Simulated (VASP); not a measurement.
# AgCl in VASP: further runs, part 2 of 2

VASP 6.6.1. Earlier steps stand in the parts before.

### Step 4. Electric field gradients, PBE (zz strain of -3 %)

Contents of INCAR:

```
  PREC = Accurate
  ENCUT = 520
  EDIFF = 1E-8
  ISMEAR = -1
  SIGMA = 0.02
  LREAL = False
  LASPH = True
  NELM = 80
  ALGO = Normal
  ISIF = 2
  LWAVE = False
  LCHARG = False
  GGA = PE
  LEFG = True
  NBANDS = 16
```

Contents of KPOINTS:

```
regular mesh
0
Gamma
  8 8 8
```

Contents of POSCAR:

```
AgCl
1.0
    0.0000000000      2.7731500000      2.6899555000
    2.7731500000      0.0000000000      2.6899555000
    2.7731500000      2.7731500000      0.0000000000
Ag Cl
1 1
Direct
    0.5000000000      0.5000000000      0.5000000000
    0.0000000000      0.0000000000      0.0000000000
```

Potentials or basis: VASP PAW PBE potentials, release 64 (Ag, Cl).

Started as:

```sh
cat potpaw_PBE.64/Ag/POTCAR potpaw_PBE.64/Cl/POTCAR > POTCAR
mpirun -np 1 vasp_std > vasp.out
```

OUTCAR:

```text
PREC = Accurate
   ENCUT = 520
   EDIFF = 1E-8
   ISMEAR = -1
   LREAL = False
   LASPH = True
   NELM = 80
   ISIF = 2
   GGA = PE

 ion  position               nearest neighbor table
   1  0.500  0.500  0.500-   2 2.69   2 2.69   2 2.77   2 2.77   2 2.77   2 2.77
   2  0.000  0.000  0.000-   1 2.69   1 2.69   1 2.77   1 2.77   1 2.77   1 2.77

  LATTYP: Found a body centered tetragonal cell.
 ALAT       =     3.9218263405
 C/A-ratio  =     1.3717871555

  Lattice vectors:

 A1 = (   0.0000000000,  -2.7731500000,  -2.6899555000)
 A2 = (   0.0000000000,   2.7731500000,  -2.6899555000)
 A3 = (   2.7731500000,   0.0000000000,   2.6899555000)

Analysis of symmetry for initial positions (statically):
=====================================================================
 Subroutine PRICEL returns:
 Original cell was already a primitive cell.

 Routine SETGRP: Setting up the symmetry group for a
 body centered tetragonal supercell.

 Subroutine GETGRP returns: Found 16 space group operations
 (whereof 16 operations were pure point group operations)
 out of a pool of 16 trial point group operations.

The static configuration has the point symmetry D_4h.

Analysis of symmetry for dynamics (positions and initial velocities):
=====================================================================
 Subroutine PRICEL returns:
 Original cell was already a primitive cell.

 Routine SETGRP: Setting up the symmetry group for a
 body centered tetragonal supercell.

 Subroutine GETGRP returns: Found 16 space group operations
 (whereof 16 operations were pure point group operations)
 out of a pool of 16 trial point group operations.

The dynamic configuration has the point symmetry D_4h.

 Subroutine INISYM returns: Found 16 space group operations
 (whereof 16 operations are pure point group operations),
 and found     1 'primitive' translations

----------------------------------------------------------------------------------------

                                     Primitive cell

  volume of cell :      41.3735

  direct lattice vectors                    reciprocal lattice vectors
     0.000000000  2.773150000  2.689955500    -0.180300380  0.180300380  0.185876681
     2.773150000  0.000000000  2.689955500     0.180300380 -0.180300380  0.185876681
     2.773150000  2.773150000  0.000000000     0.180300380  0.180300380 -0.185876681

  length of vectors
     3.863446844  3.863446844  3.921826340     0.315541748  0.315541748  0.315541748

  position of ions in fractional coordinates (direct lattice)
     0.500000000  0.500000000  0.500000000
     0.000000000  0.000000000  0.000000000

  ion indices of the primitive-cell ions
   primitive index   ion index
                 1           1
                 2           2

----------------------------------------------------------------------------------------

 KPOINTS: regular mesh

Automatic generation of k-mesh.
 Grid dimensions read from file:
 generate k-points for:    8    8    8

 Generating k-lattice:
[... 70 lines left out ...]
   POTIM  = 0.5000    time-step for ionic-motion
   TEBEG  =    0.0;   TEEND  =   0.0 temperature during run
   PSTRESS=    0.0 pullay stress
   NELECT =      18.0000    total number of electrons
   NUPDOWN=      -1.0000    fix difference up-down
   EMIN   =  10.00;   EMAX   =-10.00  energy-range for DOS
   EFERMI =   0.00;   METHOD = LEGACY
   ISMEAR =    -1;   SIGMA  =   0.02  broadening in eV -4-tet -1-fermi 0-gaus
   EFERMI_NEDOS =   21; number of points for ismear=-14 and -15
   IALGO  =     38    algorithm
   IMIX   =      4    mixing-type and parameters
     AMIX     =   0.40;   BMIX     =  1.00
     AMIX_MAG =   1.60;   BMIX_MAG =  1.00
  volume/ion in A,a.u.               =      20.69       139.60
  Fermi-wavevector in a.u.,A,eV,Ry     =   1.240486  2.344178 20.936707  1.538805
  Thomas-Fermi vector in A             =   2.374924
   LORBIT       =      0    0 simple, 1 ext, 2 COOP (PROOUT), +10 PAW based schemes
   GGA     = PE    functional components
   LHFCALC =     F    Hartree Fock is set to
   AEXX    =    0.0000 exact exchange contribution
   IVDW    =     0    specifies the selected vdW correction
   LEPSILON=     F    determine dielectric tensor
   LRPA    =     F    only Hartree local field effects (RPA)
 non-spin polarized calculation
  energy-cutoff  :      520.00
  volume of cell :       41.37
 maximum number of plane-waves:      1128
 NGX is ok and might be reduce to    30
   NGX = 15   NGY = 15   NGZ = 15

 number of electron      18.0000006 magnetization

 Free energy of the ion-electron system (eV)
  ---------------------------------------------------
  ext. energy  EPLUGINS =         0.00000000
  ---------------------------------------------------
  free energy    TOTEN  =        -5.37292862 eV

  energy without entropy =       -5.37292862  energy(sigma->0) =       -5.37292862

 E-fermi :   4.6914     XC(G=0): -10.1245

 val. band max:        4.3076757329   @ k =   0.5000   0.0000   0.0000
 cond. band min:       5.1217996414   @ k =   0.0000   0.0000   0.0000
 fundamental gap:      0.8141239085
 Fermi energy:         4.6914441682

 k-point     1 :       0.0000    0.0000    0.0000
  band No.  band energies     occupation
      1     -11.1515      2.00000
      2       1.6146      2.00000
      3       1.6146      2.00000
      4       1.6769      2.00000
      5       1.6845      2.00000
      6       1.6883      2.00000
[... 433 lines left out ...]
      3       0.0545      2.00000
      4       0.2460      2.00000
      5       1.8180      2.00000
      6       2.0001      2.00000
[... 8 lines left out ...]
     15      17.9631      0.00000
     16      18.2795      0.00000

 [... further k-points ...]

------------------------ aborting loop because EDIFF is reached ----------------------------------------

  FORCE on cell =-STRESS in cart. coord.  units (eV):
  Direction    XX          YY          ZZ          XY          YZ          ZX
  --------------------------------------------------------------------------------------
  -------------------------------------------------------------------------------------
  Total        0.7379771      0.7379771      1.0113447      0.0000000      0.0000000      0.0000000
  in kB       28.5779898     28.5779898     39.1640823      0.0000000      0.0000000      0.0000000
  external PRESSURE =      32.1066873 kB  Pullay stress =       0.0000000 kB

 VOLUME and BASIS-vectors are now :
 -----------------------------------------------------------------------------
  energy-cutoff  :      520.00
  volume of cell :       41.37
      direct lattice vectors                 reciprocal lattice vectors
     0.000000000  2.773150000  2.689955500    -0.180300380  0.180300380  0.185876681
     2.773150000  0.000000000  2.689955500     0.180300380 -0.180300380  0.185876681
     2.773150000  2.773150000  0.000000000     0.180300380  0.180300380 -0.185876681

 POSITION                                       TOTAL-FORCE (eV/Angst)
 -----------------------------------------------------------------------------------
      2.77315      2.77315      2.68996         0.000000      0.000000      0.000000
      0.00000      0.00000      0.00000         0.000000      0.000000      0.000000
 -----------------------------------------------------------------------------------
    total drift:                                0.000000      0.000000      0.000000

  FREE ENERGIE OF THE ION-ELECTRON SYSTEM (eV)
  ---------------------------------------------------
  free  energy   TOTEN  =        -5.3729286161 eV

  energy  without entropy=       -5.3729286160  energy(sigma->0) =       -5.37292862

 Electric field gradients (V/A^2)
---------------------------------------------------------------------
 ion       V_xx      V_yy      V_zz      V_xy      V_xz      V_yz
---------------------------------------------------------------------
   1       9.363     9.363   -18.727    -0.000    -0.001    -0.001
   2      -7.636    -7.636    15.273    -0.000    -0.001    -0.001
---------------------------------------------------------------------

 Electric field gradients after diagonalization (V/A^2)
 (convention: |V_zz| > |V_xx| > |V_yy|)
----------------------------------------------------------------------
 ion       V_xx      V_yy      V_zz     asymmetry (V_yy - V_xx)/ V_zz
----------------------------------------------------------------------
   1       9.364     9.363   -18.727       0.000
   2      -7.637    -7.636    15.273       0.000
----------------------------------------------------------------------

           NMR quadrupolar parameters

 Cq : quadrupolar parameter    Cq=e*Q*V_zz/h
 eta: asymmetry parameters     (V_yy - V_xx)/ V_zz
 Q  : nuclear electric quadrupole moment in mb (millibarn)
----------------------------------------------------------------------
 ion       Cq(MHz)       eta       Q (mb)
----------------------------------------------------------------------
   1      -0.045       0.000       1.000
   2       0.037       0.000       1.000
----------------------------------------------------------------------
```

stdout:

```text
POSCAR found type information on POSCAR AgCl
 POSCAR found :  2 types and       2 ions
 scaLAPACK will be used
 LDA part: xc-table for (Slater+PW92), standard interpolation
 POSCAR, INCAR and KPOINTS ok, starting setup
 FFT: planning ... GRIDC
 FFT: planning ... GRID_SOFT
 FFT: planning ... GRID
 WAVECAR not read
 entering main loop
ion   1

ion   2
```

It took 69 s on 1 thread of Intel Xeon 8259CL, shared host; peak memory 0.19 GiB.

What came out:

* Free energy: -5.3729 eV
* Pressure: 3.2 GPa
* Band gap on the k mesh: 0.81 eV (least direct gap 3.28 eV)
* Largest electric field gradient by atom: Ag -18.7; Cl +15.3 V/Å²

Electric field gradients, principal values (V/Å²):
| atom | least | middle | greatest (by size) |
| --- | --- | --- | --- |
| 1 Ag | 9.363 | 9.364 | -18.727 |
| 2 Cl | -7.636 | -7.637 | 15.273 |

Caveat: the cell differs from its parent crystal (zz strain of -3 %); the cell stands under pressure; without QUAD_EFG the Cq values of the log hold for a quadrupole moment of 1 mb, not for the nuclei. A k mesh can miss the band edges.
